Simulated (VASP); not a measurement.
# ZnAu (Pm-3m) in VASP: a series of runs

The runs below take ZnAu through single point, relaxation of cell and atoms, with PBE.

Everything below comes from runs of VASP 6.6.1. Logs are shortened: lines on timing, memory, paths and dates and some standing lists are left out, and cuts for length are marked.

## Step 1: The cell of the first run

Symmetry: Pm-3m, No. 221, cubic system. The conventional cell has a = 3.290 Å, b = 3.290 Å, c = 3.290 Å, α = 90.00°, β = 90.00°, γ = 90.00°. Zn (site symmetry m-3m) has 8 Au at 2.85 Å and 6 Zn at 3.29 Å within 3.8 Å. Au (site symmetry m-3m) has 8 Zn at 2.85 Å and 6 Au at 3.29 Å within 3.8 Å.

## Step 2: Single point, PBE (volume scaled by 1.10)

Contents of INCAR:

```
SYSTEM = ZnAu
  PREC = Accurate
  ENCUT = 520
  EDIFF = 1E-7
  ISMEAR = 0
  SIGMA = 0.1
  LREAL = .FALSE.
  LASPH = .TRUE.
  NELM = 60
  ALGO = Normal
  ISIF = 2
  LWAVE = .FALSE.
  LCHARG = .FALSE.
  GGA = PE
  NBANDS = 18
```

Contents of KPOINTS:

```
regular mesh
0
G
  14 14 14
  0 0 0
```

Contents of POSCAR:

```
ZnAu
1.0
    3.2895638283      0.0000000000      0.0000000000
    0.0000000000      3.2895638283      0.0000000000
    0.0000000000      0.0000000000      3.2895638283
Zn Au
1 1
Direct
    0.5000000000      0.5000000000      0.5000000000
    0.0000000000      0.0000000000      0.0000000000
```

Potentials or basis: VASP PAW PBE potentials, release 64 (Zn, Au).

The run is started by

```
cat potpaw_PBE.64/Zn/POTCAR potpaw_PBE.64/Au/POTCAR > POTCAR
mpirun -np 1 vasp_std > vasp.out
```

OUTCAR:

```text
SYSTEM = ZnAu
   PREC = Accurate
   ENCUT = 520
   EDIFF = 1E-7
   ISMEAR = 0
   LREAL = .FALSE.
   LASPH = .TRUE.
   NELM = 60
   ISIF = 2
   GGA = PE

 ion  position               nearest neighbor table
   1  0.500  0.500  0.500-   2 2.85   2 2.85   2 2.85   2 2.85   2 2.85   2 2.85   2 2.85   2 2.85

   2  0.000  0.000  0.000-   1 2.85   1 2.85   1 2.85   1 2.85   1 2.85   1 2.85   1 2.85   1 2.85

  LATTYP: Found a simple cubic cell.
 ALAT       =     3.2895638283

  Lattice vectors:

 A1 = (   3.2895638283,   0.0000000000,   0.0000000000)
 A2 = (   0.0000000000,   3.2895638283,   0.0000000000)
 A3 = (   0.0000000000,   0.0000000000,   3.2895638283)

Analysis of symmetry for initial positions (statically):
=====================================================================
 Subroutine PRICEL returns:
 Original cell was already a primitive cell.

 Routine SETGRP: Setting up the symmetry group for a
 simple cubic supercell.

 Subroutine GETGRP returns: Found 48 space group operations
 (whereof 48 operations were pure point group operations)
 out of a pool of 48 trial point group operations.

The static configuration has the point symmetry O_h .

Analysis of symmetry for dynamics (positions and initial velocities):
=====================================================================
 Subroutine PRICEL returns:
 Original cell was already a primitive cell.

 Routine SETGRP: Setting up the symmetry group for a
 simple cubic supercell.

 Subroutine GETGRP returns: Found 48 space group operations
 (whereof 48 operations were pure point group operations)
 out of a pool of 48 trial point group operations.

The dynamic configuration has the point symmetry O_h .

 Subroutine INISYM returns: Found 48 space group operations
 (whereof 48 operations are pure point group operations),
 and found     1 'primitive' translations

----------------------------------------------------------------------------------------

                                     Primitive cell

  volume of cell :      35.5971

  direct lattice vectors                    reciprocal lattice vectors
     3.289563828  0.000000000  0.000000000     0.303991669  0.000000000  0.000000000
     0.000000000  3.289563828  0.000000000     0.000000000  0.303991669  0.000000000
     0.000000000  0.000000000  3.289563828     0.000000000  0.000000000  0.303991669

  length of vectors
     3.289563828  3.289563828  3.289563828     0.303991669  0.303991669  0.303991669

  position of ions in fractional coordinates (direct lattice)
     0.500000000  0.500000000  0.500000000
     0.000000000  0.000000000  0.000000000

  ion indices of the primitive-cell ions
   primitive index   ion index
                 1           1
                 2           2

----------------------------------------------------------------------------------------

 KPOINTS: regular mesh

Automatic generation of k-mesh.
 Grid dimensions read from file:
 generate k-points for:   14   14   14

 Generating k-lattice:

  Cartesian coordinates                     Fractional coordinates (reciprocal lattice)
     0.021713691  0.000000000  0.000000000     0.071428571  0.000000000  0.000000000
     0.000000000  0.021713691  0.000000000     0.000000000  0.071428571  0.000000000
     0.000000000  0.000000000  0.021713691     0.000000000  0.000000000  0.071428571

  Length of vectors
     0.021713691  0.021713691  0.021713691

  Shift w.r.t. Gamma in fractional coordinates (k-lattice)
     0.000000000  0.000000000  0.000000000

 Subroutine IBZKPT returns following result:
 ===========================================

 Found    120 irreducible k-points:

 Following reciprocal coordinates:
            Coordinates               Weight
  0.000000  0.000000  0.000000      1.000000
  0.071429  0.000000  0.000000      6.000000
  0.142857  0.000000  0.000000      6.000000
  0.214286  0.000000  0.000000      6.000000
  0.285714  0.000000  0.000000      6.000000
  0.357143  0.000000  0.000000      6.000000
[... 16 lines left out ...]
  0.285714  0.214286  0.000000     24.000000
  0.357143  0.214286  0.000000     24.000000
 [... further k-points ...]
   k-points           NKPTS =    120   k-points in BZ     NKDIM =    120   number of bands    NBANDS=     18
   number of dos      NEDOS =    301   number of ions     NIONS =      2
   total plane-waves  NPLWV =  13824
   dimension x,y,z NGX =    24 NGY =   24 NGZ =   24
   dimension x,y,z NGXF=    48 NGYF=   48 NGZF=   48
   ions per type =               1   1
   NGX,Y,Z   is equivalent  to a cutoff of  12.13, 12.13, 12.13 a.u.
   NGXF,Y,Z  is equivalent  to a cutoff of  24.26, 24.26, 24.26 a.u.
 SYSTEM =  ZnAu
   PREC   = accura    normal or accurate (medium, high low for compatibility)
   ISTART =      0    job   : 0-new  1-cont  2-samecut
   ICHARG =      2    charge: 1-file 2-atom 10-const
   ISPIN  =      1    spin polarized calculation?
   LNONCOLLINEAR =      F non collinear calculations
   LSORBIT =      F    spin-orbit coupling
   LASPH  =      T    aspherical Exc in radial PAW
   ENCUT  =  520.0 eV  38.22 Ry    6.18 a.u.   6.12  6.12  6.12*2*pi/ulx,y,z
   NELM   =     60;   NELMIN=  2; NELMDL= -5     # of ELM steps
   EDIFF  = 0.1E-06   stopping-criterion for ELM
   LREAL  =      F    real-space projection
   EDIFFG = 0.1E-05   stopping-criterion for IOM
   NSW    =      0    number of steps for IOM
   IBRION =     -1    ionic relax: 0-MD 1-quasi-New 2-CG
   NFREE  =      0    steps in history (QN), initial steepest desc. (CG)
   ISIF   =      2    stress and relaxation
   ISYM   =      2    0-nonsym 1-usesym 2-fastsym
   POTIM  = 0.5000    time-step for ionic-motion
   TEBEG  =    0.0;   TEEND  =   0.0 temperature during run
   PSTRESS=    0.0 pullay stress
   NELECT =      23.0000    total number of electrons
   NUPDOWN=      -1.0000    fix difference up-down
   EMIN   =  10.00;   EMAX   =-10.00  energy-range for DOS
   EFERMI =   0.00;   METHOD = LEGACY
   ISMEAR =     0;   SIGMA  =   0.10  broadening in eV -4-tet -1-fermi 0-gaus
   EFERMI_NEDOS =   21; number of points for ismear=-14 and -15
   IALGO  =     38    algorithm
   IMIX   =      4    mixing-type and parameters
     AMIX     =   0.40;   BMIX     =  1.00
     AMIX_MAG =   1.60;   BMIX_MAG =  1.00
  volume/ion in A,a.u.               =      17.80       120.11
  Fermi-wavevector in a.u.,A,eV,Ry     =   1.415291  2.674512 27.253137  2.003049
  Thomas-Fermi vector in A             =   2.536745
   LORBIT       =      0    0 simple, 1 ext, 2 COOP (PROOUT), +10 PAW based schemes
   GGA     = PE    functional components
   LHFCALC =     F    Hartree Fock is set to
   AEXX    =    0.0000 exact exchange contribution
   IVDW    =     0    specifies the selected vdW correction
   LEPSILON=     F    determine dielectric tensor
   LRPA    =     F    only Hartree local field effects (RPA)
 non-spin polarized calculation
 Gauss-broadening in eV      SIGMA  =   0.10
  energy-cutoff  :      520.00
  volume of cell :       35.60
 maximum number of plane-waves:       984
   NGX = 13   NGY = 13   NGZ = 13

 number of electron      22.9999963 magnetization

 Free energy of the ion-electron system (eV)
  ---------------------------------------------------
  ext. energy  EPLUGINS =         0.00000000
  ---------------------------------------------------
  free energy    TOTEN  =        -4.65473051 eV

  energy without entropy =       -4.65143290  energy(sigma->0) =       -4.65308171

 E-fermi :   5.5289     XC(G=0): -11.6340

 val. band max:        5.5230745292   @ k =   0.3571   0.2857   0.0714
 cond. band min:       5.5335393294   @ k =   0.5000   0.4286   0.2857
 fundamental gap:      0.0104648001
 Fermi energy:         5.5289317436

 k-point     1 :       0.0000    0.0000    0.0000
  band No.  band energies     occupation
      1      -3.8785      2.00000
      2      -2.0234      2.00000
      3      -2.0234      2.00000
      4      -1.5880      2.00000
      5      -1.5880      2.00000
      6      -1.5880      2.00000
[... 10 lines left out ...]
     17      16.7956      0.00000
     18      23.3221      0.00000

 k-point     2 :       0.0714    0.0000    0.0000
  band No.  band energies     occupation
      1      -3.7970      2.00000
      2      -2.0116      2.00000
      3      -2.0054      2.00000
      4      -1.5895      2.00000
      5      -1.5895      2.00000
      6      -1.5833      2.00000
[... 10 lines left out ...]
     17      17.1982      0.00000
     18      23.1540      0.00000

 k-point     3 :       0.1429    0.0000    0.0000
  band No.  band energies     occupation
      1      -3.5555      2.00000
      2      -1.9779      2.00000
      3      -1.9550      2.00000
      4      -1.5935      2.00000
      5      -1.5935      2.00000
      6      -1.5700      2.00000
[... 10 lines left out ...]
     17      18.3975      0.00000
     18      22.7149      0.00000

 k-point     4 :       0.2143    0.0000    0.0000
  band No.  band energies     occupation
      1      -3.1647      2.00000
      2      -1.9280      2.00000
      3      -1.8815      2.00000
      4      -1.5989      2.00000
      5      -1.5989      2.00000
      6      -1.5505      2.00000
[... 10 lines left out ...]
     17      20.0582      0.00000
     18      21.4147      0.00000

 k-point     5 :       0.2857    0.0000    0.0000
  band No.  band energies     occupation
      1      -2.6486      2.00000
      2      -1.8707      2.00000
      3      -1.7940      2.00000
      4      -1.6042      2.00000
      5      -1.6042      2.00000
      6      -1.5286      2.00000
[... 10 lines left out ...]
     17      19.7073      0.00000
     18      19.9619      0.00000

 k-point     6 :       0.3571    0.0000    0.0000
  band No.  band energies     occupation
      1      -2.0850      2.00000
      2      -1.8172      2.00000
      3      -1.6677      2.00000
      4      -1.6083      2.00000
      5      -1.6083      2.00000
      6      -1.5087      2.00000
[... 307 lines left out ...]
 k-point    21 :       0.5000    0.1429    0.0000
  band No.  band energies     occupation
      1      -1.8074      2.00000
      2      -1.8017      2.00000
      3      -1.6778      2.00000
      4      -1.6470      2.00000
      5      -1.5568      2.00000
      6      -0.4978      2.00000
[... 10 lines left out ...]
     17      16.3996      0.00000
     18      18.6424      0.00000

 k-point    22 :       0.2143    0.2143    0.0000
  band No.  band energies     occupation
      1      -2.5755      2.00000
      2      -1.8691      2.00000
      3      -1.7629      2.00000
      4      -1.6660      2.00000
      5      -1.5410      2.00000
      6      -1.5326      2.00000
[... 10 lines left out ...]
     17      19.9616      0.00000
     18      20.4174      0.00000

 k-point    23 :       0.2857    0.2143    0.0000
  band No.  band energies     occupation
      1      -2.2568      2.00000
      2      -1.8502      2.00000
      3      -1.6911      2.00000
      4      -1.6844      2.00000
      5      -1.5579      2.00000
      6      -1.3708      2.00000
[... 10 lines left out ...]
     17      19.8394      0.00000
     18      19.8518      0.00000

 k-point    24 :       0.3571    0.2143    0.0000
  band No.  band energies     occupation
      1      -2.0517      2.00000
      2      -1.8420      2.00000
      3      -1.6921      2.00000
      4      -1.6364      2.00000
      5      -1.5836      2.00000
      6      -1.0063      2.00000
[... 10 lines left out ...]
     17      18.6873      0.00000
     18      19.2744      0.00000

 [... further k-points ...]
[... 5 lines left out ...]
  --------------------------------------------------------------------------------------
  -------------------------------------------------------------------------------------
  Total       -1.8703111     -1.8703111     -1.8703111     -0.0000000      0.0000000     -0.0000000
  in kB      -84.1801070    -84.1801070    -84.1801070     -0.0000000      0.0000000     -0.0000000
  external PRESSURE =     -84.1801070 kB  Pullay stress =       0.0000000 kB

 VOLUME and BASIS-vectors are now :
 -----------------------------------------------------------------------------
  energy-cutoff  :      520.00
  volume of cell :       35.60
      direct lattice vectors                 reciprocal lattice vectors
     3.289563828  0.000000000  0.000000000     0.303991669  0.000000000  0.000000000
     0.000000000  3.289563828  0.000000000     0.000000000  0.303991669  0.000000000
     0.000000000  0.000000000  3.289563828     0.000000000  0.000000000  0.303991669

 POSITION                                       TOTAL-FORCE (eV/Angst)
 -----------------------------------------------------------------------------------
      1.64478      1.64478      1.64478         0.000000      0.000000      0.000000
      0.00000      0.00000      0.00000         0.000000      0.000000      0.000000
 -----------------------------------------------------------------------------------
    total drift:                                0.000000      0.000000     -0.000000

  FREE ENERGIE OF THE ION-ELECTRON SYSTEM (eV)
  ---------------------------------------------------
  free  energy   TOTEN  =        -4.6547305122 eV

  energy  without entropy=       -4.6514329007  energy(sigma->0) =       -4.65308171
```

It took 34 s on 1 thread of Intel Xeon Platinum 8488C (Sapphire Rapids), shared host; peak memory 0.2 GiB.

What came out:

| Quantity | Value |
| --- | --- |
| Free energy | -4.6547 eV |
| Pressure | -8.4 GPa |

Caveat: the cell differs from its parent crystal (volume scaled by 1.10); spin-orbit coupling is left out, which moves the levels of the heavy elements.

## Step 3: Relaxation of cell and atoms, PBE

This run uses another cell than the first one, of 15.58 Å³/atom, 0.876 times its volume.

Contents of INCAR:

```
SYSTEM = ZnAu
PREC = Accurate ; ENCUT = 600
EDIFF = 1E-6 ; ISMEAR = 0
SIGMA = 0.1 ; LREAL = .FALSE.
LASPH = .TRUE. ; NELM = 100
ALGO = Normal ; ISIF = 3
LWAVE = .FALSE. ; LCHARG = .FALSE.
GGA = PE ; IBRION = 2
NSW = 100 ; EDIFFG = -0.005
```

Contents of KPOINTS:

```
Automatic mesh
0
G
  14 14 14
  0 0 0
```

Contents of POSCAR:

```
ZnAu
1.0
    3.1470000000      0.0000000000      0.0000000000
    0.0000000000      3.1470000000      0.0000000000
    0.0000000000      0.0000000000      3.1470000000
Zn Au
1 1
Direct
    0.5000000000      0.5000000000      0.5000000000
    0.0000000000      0.0000000000      0.0000000000
```

Potentials or basis: VASP PAW PBE potentials, release 64 (Zn, Au).

The run is started by

```
cat potpaw_PBE.64/Zn/POTCAR potpaw_PBE.64/Au/POTCAR > POTCAR
mpirun -np 1 vasp_std > vasp.out
```

Run time: 2.4 min. Hardware: 1 thread of Intel Xeon Platinum 8488C (Sapphire Rapids), shared host; peak memory 0.22 GiB.

The run converged. Its results:

```yaml
Free_energy: -4.7463 eV
Relaxed_volume: 16.19 Å³/atom
Relaxed_cell: a = 3.188 Å, b = 3.188 Å, c = 3.188 Å, α = 90.00°, β = 90.00°, γ = 90.00°
Space_group_after_relaxing_to_0.05_Å: Pm-3m (No. 221)
Energy_gained_by_relaxing: 9.1 meV/atom
Ionic_steps: 5
Pressure_after_relaxing: 0.0 GPa
```

Step by step:
```tsv
step	energy change (eV)	largest force (eV/Å)	pressure (GPa)	volume (Å³)
1	0.0000	0.0000	4.92	31.17
2	-0.0081	0.0000	-3.17	33.38
3	-0.0182	0.0000	0.10	32.40
4	-0.0182	0.0000	-0.09	32.43
5	-0.0182	0.0000	0.01	32.39
```

Final structure:
```
Zn Au
1.0
     3.18755    0.00000    0.00000
     0.00000    3.18755    0.00000
     0.00000    0.00000    3.18755
Zn Au
1 1
Direct
  0.50000 0.50000 0.50000
  0.00000 0.00000 0.00000
```

Levels at points of the mesh, in eV from the Fermi level:
```tsv
k point	band 9	band 10	band 11	band 12	band 13	band 14	band 15
(0.00, 0.00, 0.00)	-3.67	-3.67	-3.67	4.95	4.95	4.95	8.39
(0.50, 0.00, 0.00)	-4.76	-4.76	-3.81	-2.36	10.36	10.89	10.89
(0.50, 0.50, 0.00)	-4.01	-3.12	-1.81	-1.81	0.72	2.28	10.21
(0.50, 0.50, 0.50)	-3.07	-3.07	1.30	3.36	3.73	3.73	3.73
```

Caveat: spin-orbit coupling is left out, which moves the levels of the heavy elements.

## Step 4: Relaxation of cell and atoms, PBE

This run uses another cell than the first one, of 15.58 Å³/atom, 0.876 times its volume.

INCAR is that of step 3.

KPOINTS is that of step 3.

POSCAR is that of step 3.

The run is started by

```
cat potpaw_PBE.64/Zn/POTCAR potpaw_PBE.64/Au/POTCAR > POTCAR
mpirun -np 1 vasp_std > vasp.out
```

It took 2.6 min on 1 thread of Oxide Virtual Turin-like, shared host; peak memory 0.2 GiB.

It converged, with:

```yaml
Free_energy: -4.7463 eV
Relaxed_volume: 16.19 Å³/atom
Relaxed_cell: a = 3.188 Å, b = 3.188 Å, c = 3.188 Å, α = 90.00°, β = 90.00°, γ = 90.00°
Space_group_after_relaxing_to_0.05_Å: Pm-3m (No. 221)
Energy_gained_by_relaxing: 9.1 meV/atom
Ionic_steps: 5
Pressure_after_relaxing: 0.0 GPa
```

Step by step:
```csv
step,energy change (eV),largest force (eV/Å),pressure (GPa),volume (Å³)
1,0.0000,0.0000,4.92,31.17
2,-0.0081,0.0000,-3.17,33.38
3,-0.0182,0.0000,0.10,32.40
4,-0.0182,0.0000,-0.09,32.43
5,-0.0182,0.0000,0.01,32.39
```

Final structure:
```cif
data_structure
_symmetry_space_group_name_H-M 'P 1'
_symmetry_Int_Tables_number 1
_cell_length_a 3.1876
_cell_length_b 3.1876
_cell_length_c 3.1876
_cell_angle_alpha 90.000
_cell_angle_beta 90.000
_cell_angle_gamma 90.000
_cell_volume 32.39
loop_
_atom_site_label
_atom_site_type_symbol
_atom_site_fract_x
_atom_site_fract_y
_atom_site_fract_z
_atom_site_occupancy
Zn1 Zn 0.50000 0.50000 0.50000 1
Au1 Au 0.00000 0.00000 0.00000 1
```

Levels at points of the mesh, in eV from the Fermi level:
| k point | band 9 | band 10 | band 11 | band 12 | band 13 | band 14 | band 15 |
| --- | --- | --- | --- | --- | --- | --- | --- |
| (0.00, 0.00, 0.00) | -3.67 | -3.67 | -3.67 | 4.95 | 4.95 | 4.95 | 8.39 |
| (0.50, 0.00, 0.00) | -4.76 | -4.76 | -3.81 | -2.36 | 10.36 | 10.89 | 10.89 |
| (0.50, 0.50, 0.00) | -4.01 | -3.12 | -1.81 | -1.81 | 0.72 | 2.28 | 10.21 |
| (0.50, 0.50, 0.50) | -3.07 | -3.07 | 1.30 | 3.36 | 3.73 | 3.73 | 3.73 |

Caveat: spin-orbit coupling is left out, which moves the levels of the heavy elements. Zero-point motion and thermal expansion aren't in these numbers.
